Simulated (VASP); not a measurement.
SiO2:

```
CELL_PARAMETERS angstrom
4.19435 0.00000 0.00000
0.00000 4.19435 0.00000
0.00000 0.00000 2.67855
ATOMIC_POSITIONS crystal
Si 0.00000 0.00000 0.00000
Si 0.50000 0.50000 0.50000
O 0.30604 0.30604 0.00000
O 0.69396 0.69396 0.00000
O 0.19396 0.80604 0.50000
O 0.80604 0.19396 0.50000
```

Base run:

* Program: VASP 6.6.1
* Functional: r2SCAN
* Potentials or basis: VASP PAW PBE potentials, release 64 (Si, O)
* Cutoff: 520 eV
* k mesh: 6 × 6 × 9
* Occupations: fermi-dirac, width 0.05 eV
* Spin: no spin polarisation

Its results: band gap on the k mesh 6.35 eV, direct; pressure -2.4 GPa; largest force 0.037 eV/Å.

Q: The run is repeated on the same cell with these changes: functional from r2SCAN to PBEsol. What comes out?

A: Band gap on the k mesh 5.36 eV, direct; pressure 0.7 GPa; largest force 0.032 eV/Å.

r2SCAN gives the wider gap, since meta-GGAs in the generalised Kohn-Sham scheme recover part of the derivative discontinuity.

Caveats: the PAW data sets were made with another functional, which shifts forces and pressure a little.

A k mesh can miss the band edges.
